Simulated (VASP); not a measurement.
Ru, 2 atoms in the cell. The structure is hexagonal, space group P6_3/mmc (No. 194). Conventional cell: a = 2.614 Å, b = 2.614 Å, c = 4.661 Å, α = 90.00°, β = 90.00°, γ = 120.00°. Within 3.4 Å of Ru (site symmetry -6m2) lie 12 Ru at 2.61 to 2.78 Å. 

| Item | Value |
| --- | --- |
| Program | VASP 6.6.1 |
| Task | single point |
| Functional | PBEsol |
| Potentials or basis | VASP PAW PBE potentials, release 64 (Ru_pv) |
| Cutoff | 520 eV |
| k mesh | 18 × 18 × 10 |
| Occupations | gaussian, width 0.15 eV |
| Spin | no spin polarisation |
| Dipole correction | no |
| Further INCAR settings | ALGO = Fast; EDIFF = 1e-06; NBANDS = 21 |

Potentials or basis: VASP PAW PBE potentials, release 64 (Ru_pv).

Run with:

```console
$ cat potpaw_PBE.64/Ru_pv/POTCAR > POTCAR
$ mpirun -np 1 vasp_std > vasp.out
```

Hardware: 1 thread of Intel(R) Xeon(R) Platinum 8488C (Sapphire Rapids) (shared host).

Question: How long does it take, and how much memory?

Answer: It took 67 s on 1 thread of Intel(R) Xeon(R) Platinum 8488C (Sapphire Rapids), with other jobs on the host, peak memory 0.21 GiB. Counts: scf iterations 13, k points 222.
